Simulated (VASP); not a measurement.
MnIn: relaxation of cell and atoms with PBE

The system is MnIn.

```
CELL_PARAMETERS angstrom
0.00000 2.65662 2.65662
2.65662 0.00000 2.65662
2.65662 2.65662 0.00000
ATOMIC_POSITIONS crystal
Mn 0.00000 0.00000 0.00000
In 0.50000 0.50000 0.50000
```

The cell was generated, and may not be a known phase.

- Program: VASP 6.6.1
- Task: relaxation of cell and atoms
- Functional: PBE
- Potentials or basis: VASP PAW PBE potentials, release 64 (Mn_pv, In_d)
- Cutoff: 600 eV
- k mesh: 6 × 6 × 6
- Occupations: gaussian, width 0.1 eV
- Spin: collinear spin, ferromagnetic start
- Starting moments: [4.0, 0.0] μB
- Dipole correction: no
- Further INCAR settings: ALGO = Fast; EDIFF = 1e-06; IBRION = 2; EDIFFG = -0.04; NSW = 90; ISIF = 3

The relaxed volume is 20.82 Å³/atom, the relaxed cell is a = 3.890 Å, b = 3.890 Å, c = 3.890 Å, α = 60.00°, β = 60.00°, γ = 60.00° and the space group after relaxing (to 0.1 Å) is Fm-3m (No. 225). The energy gained by relaxing is 29.7 meV/atom, the ionic steps are 2 and the pressure after relaxing is -0.3 GPa. The net moment is 3.27 μB per cell and the site moments are Mn +3.35; In -0.15 μB. The valence electrons inside the program's atomic spheres are Mn 11.51; In 11.52.

The path:
```tsv
step	energy change (eV)	largest force (eV/Å)	pressure (GPa)	volume (Å³)
1	0.0000	0.0000	6.28	37.50
2	-0.0594	0.0000	-0.28	41.63
```

Final structure:
```
Mn In
1.0
     0.00000    2.75083    2.75083
     2.75083    0.00000    2.75083
     2.75083    2.75083    0.00000
Mn In
1 1
Cartesian
  2.7508 2.7508 5.5017
  2.7508 2.7508 2.7508
```

Levels at points of the mesh, in eV from the Fermi level:
Spin up:
| k point | band 11 | band 12 | band 13 | band 14 | band 15 | band 16 | band 17 | band 18 | band 19 |
| --- | --- | --- | --- | --- | --- | --- | --- | --- | --- |
| (0.00, 0.00, 0.00) | -2.16 | -2.16 | -1.63 | -1.63 | 5.29 | 5.29 | 5.29 | 9.14 | 10.72 |
| (0.50, 0.00, 0.00) | -2.47 | -2.47 | -1.80 | -1.80 | -1.31 | 6.50 | 6.50 | 7.00 | 7.02 |
| (0.50, 0.50, 0.00) | -2.51 | -1.75 | -1.75 | -1.48 | -0.11 | 1.31 | 1.31 | 4.01 | 6.71 |
Spin down:
```
           k point  band 7  band 8  band 9  band 10  band 11  band 12  band 13  band 14  band 15  band 16
(0.00, 0.00, 0.00)  -14.10  -14.10   -8.51     0.87     0.87     1.00     1.00     1.00     5.40     5.40
(0.50, 0.00, 0.00)  -14.00  -14.00   -5.22    -3.85    -0.35    -0.35     1.46     1.46     1.79     7.15
(0.50, 0.50, 0.00)  -13.97  -13.97   -4.75    -2.61     0.18     1.11     1.42     1.42     1.76     1.76
```

Run time: 33 s on 1 thread of Intel(R) Xeon(R) 6975P-C (Granite Rapids), with other jobs on the host, peak memory 0.2 GiB.

Caveat: spin-orbit coupling is left out, which moves the levels of the heavy elements.
